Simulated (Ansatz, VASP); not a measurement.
Two plane-wave programs on SiC

```
Si C
1.0
     0.00000    2.23092    2.23092
     2.18986    0.04106    2.18986
     2.18986    2.18986    0.04106
Si C
1 1
Direct
  0.00000 0.00000 0.00000
  0.75000 0.75000 0.75000
```

Change from the starting cell: strain +0.0375 x Voigt [0, 0, 0, 1, 0, 0], atoms carried along.

Alike in both runs: task single point; functional PBE; k mesh 10 × 10 × 10; occupations gaussian, width 0.05 eV; no spin polarisation.

|  | VASP | Ansatz |
| --- | --- | --- |
| version | VASP 6.6.1 | Ansatz 0.2.0 |
| potentials or method | VASP PAW PBE potentials, release 64 (Si, C), cutoff 520 eV | scalar-relativistic, plane waves, PAW |
| valence electrons in the cell | 8 | 8 |

```tsv
	VASP	Ansatz	Ansatz less VASP
gap on the k mesh at the Fermi level (eV)	1.21	1.21	+0.004
least direct gap on the mesh (eV)	4.18	4.19	+0.005
pressure (GPa)	0.3	0.4	+0.05
traceless stress, the component that is largest in VASP (GPa)	-9.91	-9.87	+0.041
rms of the force components (eV/Å)	0.164	0.165	+0.0003
```

Atom by atom the forces differ by 0.000 eV/Å (rms over components). The functional is the same, so the differences come from potentials, cutoffs and numerics.
